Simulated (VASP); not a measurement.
# Y (P6_3/mmc) in VASP: single point with r2SCAN

Aim: the single point of Y with r2SCAN.

Everything below comes from runs of VASP 6.6.1. Logs are shortened: lines on timing, memory, paths and dates and some standing lists are left out, and cuts for length are marked.

### 1 The cell of the first run

It takes space group P6_3/mmc (No. 194, hexagonal). The conventional cell has a = 3.668 Å, b = 3.668 Å, c = 5.709 Å, α = 90.00°, β = 90.00°, γ = 120.00°. Y (site symmetry -6m2) has 12 Y at 3.55 to 3.67 Å within 4.7 Å.

### 2 Single point, r2SCAN

POSCAR

```
Y
1.0
    3.6681321411      0.0000000000      0.0000000000
   -1.8340660706      3.1766956187      0.0000000000
    0.0000000000      0.0000000000      5.7086051430
Y
2
Direct
    0.3333333333      0.6666666667      0.2500000000
    0.6666666667      0.3333333333      0.7500000000
```

INCAR.step1

```
PREC = Accurate ; ENCUT = 520
ISMEAR = -1 ; SIGMA = 0.1
LREAL = F ; LASPH = T
NELM = 80 ; NBANDS = 18
GGA = PE ; ALGO = Normal
EDIFF = 1E-4 ; LWAVE = T
LCHARG = F
```

INCAR.step2

```
PREC = Accurate ; ENCUT = 520
EDIFF = 1E-6 ; ISMEAR = -1
SIGMA = 0.1 ; LREAL = F
LASPH = T ; NELM = 80
ALGO = Normal ; ISIF = 2
LWAVE = F ; LCHARG = F
METAGGA = R2SCAN ; LMIXTAU = T
NBANDS = 18 ; ISTART = 1
```

KPOINTS

```
Automatic mesh
0
Gamma
  8 8 5
```

Potentials or basis: VASP PAW PBE potentials, release 64 (Y_sv).

The run is started by

```bash
$ cat potpaw_PBE.64/Y_sv/POTCAR > POTCAR
$ cp INCAR.step1 INCAR
$ mpirun -np 1 vasp_std > vasp.out
$ cp INCAR.step2 INCAR
$ mpirun -np 1 vasp_std > vasp.out
```

OUTCAR:

```text
PREC = Accurate
   ENCUT = 520
   EDIFF = 1E-6
   ISMEAR = -1
   LREAL = F
   LASPH = T
   NELM = 80
   ISIF = 2
   METAGGA = R2SCAN
   ISTART = 1

 ion  position               nearest neighbor table
   1  0.333  0.667  0.250-   2 3.55   2 3.55   2 3.55   2 3.55   2 3.55   2 3.55
   2  0.667  0.333  0.750-   1 3.55   1 3.55   1 3.55   1 3.55   1 3.55   1 3.55

  LATTYP: Found a hexagonal cell.
 ALAT       =     3.6681321411
 C/A-ratio  =     1.5562703096

  Lattice vectors:

 A1 = (   3.6681321411,   0.0000000000,   0.0000000000)
 A2 = (  -1.8340660706,   3.1766956187,   0.0000000000)
 A3 = (   0.0000000000,   0.0000000000,   5.7086051430)

Analysis of symmetry for initial positions (statically):
=====================================================================
 Subroutine PRICEL returns:
 Original cell was already a primitive cell.

 Routine SETGRP: Setting up the symmetry group for a
 hexagonal supercell.

 Subroutine GETGRP returns: Found 24 space group operations
 (whereof 12 operations were pure point group operations)
 out of a pool of 24 trial point group operations.

The static configuration has the point symmetry D_3d.
 The point group associated with its full space group is D_6h.

Analysis of symmetry for dynamics (positions and initial velocities):
=====================================================================
 Subroutine PRICEL returns:
 Original cell was already a primitive cell.

 Routine SETGRP: Setting up the symmetry group for a
 hexagonal supercell.

 Subroutine GETGRP returns: Found 24 space group operations
 (whereof 12 operations were pure point group operations)
 out of a pool of 24 trial point group operations.

The dynamic configuration has the point symmetry D_3d.
 The point group associated with its full space group is D_6h.

 Subroutine INISYM returns: Found 24 space group operations
 (whereof 12 operations are pure point group operations),
 and found     1 'primitive' translations

----------------------------------------------------------------------------------------

                                     Primitive cell

  volume of cell :      66.5197

  direct lattice vectors                    reciprocal lattice vectors
     3.668132141  0.000000000  0.000000000     0.272618314  0.157396257  0.000000000
    -1.834066071  3.176695619  0.000000000     0.000000000  0.314792514  0.000000000
     0.000000000  0.000000000  5.708605143     0.000000000  0.000000000  0.175174141

  length of vectors
[... 75 lines left out ...]
   ICHARG =      0    charge: 1-file 2-atom 10-const
   ISPIN  =      1    spin polarized calculation?
   LNONCOLLINEAR =      F non collinear calculations
   LSORBIT =      F    spin-orbit coupling
   LASPH  =      T    aspherical Exc in radial PAW
   ENCUT  =  520.0 eV  38.22 Ry    6.18 a.u.   6.82  6.82 10.61*2*pi/ulx,y,z
   NELM   =     80;   NELMIN=  2; NELMDL=  0     # of ELM steps
   EDIFF  = 0.1E-05   stopping-criterion for ELM
   LREAL  =      F    real-space projection
   EDIFFG = 0.1E-04   stopping-criterion for IOM
   NSW    =      0    number of steps for IOM
   IBRION =     -1    ionic relax: 0-MD 1-quasi-New 2-CG
   NFREE  =      0    steps in history (QN), initial steepest desc. (CG)
   ISIF   =      2    stress and relaxation
   ISYM   =      2    0-nonsym 1-usesym 2-fastsym
   POTIM  = 0.5000    time-step for ionic-motion
   TEBEG  =    0.0;   TEEND  =   0.0 temperature during run
   PSTRESS=    0.0 pullay stress
   NELECT =      22.0000    total number of electrons
   NUPDOWN=      -1.0000    fix difference up-down
   EMIN   =  10.00;   EMAX   =-10.00  energy-range for DOS
   EFERMI =   0.00;   METHOD = LEGACY
   ISMEAR =    -1;   SIGMA  =   0.10  broadening in eV -4-tet -1-fermi 0-gaus
   EFERMI_NEDOS =   21; number of points for ismear=-14 and -15
   IALGO  =     38    algorithm
   IMIX   =      4    mixing-type and parameters
     AMIX     =   0.40;   BMIX     =  1.00
     AMIX_MAG =   1.60;   BMIX_MAG =  1.00
  volume/ion in A,a.u.               =      33.26       224.45
  Fermi-wavevector in a.u.,A,eV,Ry     =   1.132137  2.139428 17.439043  1.281733
  Thomas-Fermi vector in A             =   2.268837
   LORBIT       =      0    0 simple, 1 ext, 2 COOP (PROOUT), +10 PAW based schemes
   METAGGA = R2SCAN    functional components
   LHFCALC =     F    Hartree Fock is set to
   AEXX    =    0.0000 exact exchange contribution
   IVDW    =     0    specifies the selected vdW correction
   LEPSILON=     F    determine dielectric tensor
   LRPA    =     F    only Hartree local field effects (RPA)
 non-spin polarized calculation
  energy-cutoff  :      520.00
  volume of cell :       66.52
 maximum number of plane-waves:      1810
 NGX is ok and might be reduce to    28
   NGX = 13   NGY = 13   NGZ = 21

 number of electron      21.9999999 magnetization

 Free energy of the ion-electron system (eV)
  ---------------------------------------------------
  ext. energy  EPLUGINS =         0.00000000
  ---------------------------------------------------
  free energy    TOTEN  =       -40.59818221 eV

  energy without entropy =      -40.47570177  energy(sigma->0) =      -40.53694199

 E-fermi :   2.9686     XC(G=0): -10.0173

 val. band max:        2.9585992162   @ k =   0.2500   0.1250   0.0000
 cond. band min:       2.9748014935   @ k =   0.3750   0.2500   0.4000
 fundamental gap:      0.0162022773
 Fermi energy:         2.9686186891

 k-point     1 :       0.0000    0.0000    0.0000
  band No.  band energies     occupation
      1     -41.2351      2.00000
      2     -41.1572      2.00000
      3     -20.8713      2.00000
      4     -20.3781      2.00000
      5     -20.3781      2.00000
      6     -20.2868      2.00000
[... 481 lines left out ...]
      5     -20.4505      2.00000
      6     -20.4281      2.00000
[... 10 lines left out ...]
     17       7.7817      0.00000
     18       7.9062      0.00000

 [... further k-points ...]
[... 5 lines left out ...]
  --------------------------------------------------------------------------------------
  -------------------------------------------------------------------------------------
  Total        0.1803547      0.1803547      0.1768689     -0.0000000      0.0000000      0.0000000
  in kB        4.3439777      4.3439777      4.2600183     -0.0000000      0.0000000      0.0000000
  external PRESSURE =       4.3159912 kB  Pullay stress =       0.0000000 kB

 VOLUME and BASIS-vectors are now :
 -----------------------------------------------------------------------------
  energy-cutoff  :      520.00
  volume of cell :       66.52
      direct lattice vectors                 reciprocal lattice vectors
     3.668132141  0.000000000  0.000000000     0.272618314  0.157396257  0.000000000
    -1.834066071  3.176695619  0.000000000     0.000000000  0.314792514  0.000000000
     0.000000000  0.000000000  5.708605143     0.000000000  0.000000000  0.175174141

 POSITION                                       TOTAL-FORCE (eV/Angst)
 -----------------------------------------------------------------------------------
     -0.00000      2.11780      1.42715         0.000000     -0.000000      0.000000
      1.83407      1.05890      4.28145        -0.000000      0.000000      0.000000
 -----------------------------------------------------------------------------------
    total drift:                                0.000000     -0.000000      0.000000

  FREE ENERGIE OF THE ION-ELECTRON SYSTEM (eV)
  ---------------------------------------------------
  free  energy   TOTEN  =       -40.5981822135 eV

  energy  without entropy=      -40.4757017715  energy(sigma->0) =      -40.53694199
```

OSZICAR.step1:

```text
N       E                     dE             d eps       ncg     rms          rms(c)
DAV:   1     0.903139342713E+02    0.90314E+02   -0.11273E+04  1080   0.115E+03
DAV:   2    -0.563652825288E+01   -0.95950E+02   -0.94277E+02  1336   0.262E+02
DAV:   3    -0.130931293193E+02   -0.74566E+01   -0.73968E+01  1878   0.429E+01
DAV:   4    -0.133259339925E+02   -0.23280E+00   -0.23220E+00  1354   0.726E+00
DAV:   5    -0.133305248406E+02   -0.45908E-02   -0.45897E-02  1490   0.859E-01    0.328E+01
DAV:   6    -0.129939311646E+02    0.33659E+00   -0.43477E-01  1188   0.398E+00    0.203E+01
DAV:   7    -0.129364049533E+02    0.57526E-01   -0.84996E-01  1398   0.514E+00    0.180E+00
DAV:   8    -0.129260402770E+02    0.10365E-01   -0.16784E-01  1330   0.228E+00    0.131E+00
DAV:   9    -0.129249274406E+02    0.11128E-02   -0.39194E-03  1478   0.380E-01    0.404E-01
DAV:  10    -0.129251016339E+02   -0.17419E-03   -0.19413E-03  1156   0.387E-01    0.383E-01
DAV:  11    -0.129250208079E+02    0.80826E-04   -0.14418E-04   928   0.107E-01
   1 F= -.12925021E+02 E0= -.12860679E+02  d E =-.128683E+00
```

Wall time 2.2 min (1 thread of Intel Xeon Platinum 8259CL at 2.50GHz (Skylake/Cascade Lake), shared host); peak memory 0.21 GiB.

What came out:

| Property | Result |
| --- | --- |
| Free energy | -40.5982 eV |
| Pressure | 0.4 GPa |
| Band gap on the k mesh | zero (band 11 reaches 3.80 eV, above the bottom of band 12 at 2.44 eV) |

Levels at points of the mesh, in eV from the Fermi level:
```
           k point  band 9  band 10  band 11  band 12  band 13  band 14
(0.00, 0.00, 0.00)   -4.89    -1.85     0.77     1.97     1.97     2.38
(0.50, 0.00, 0.00)   -1.71    -1.18    -0.80    -0.25     1.53     1.68
```

Caveat: the PAW data sets were made with another functional, which shifts forces and pressure a little.
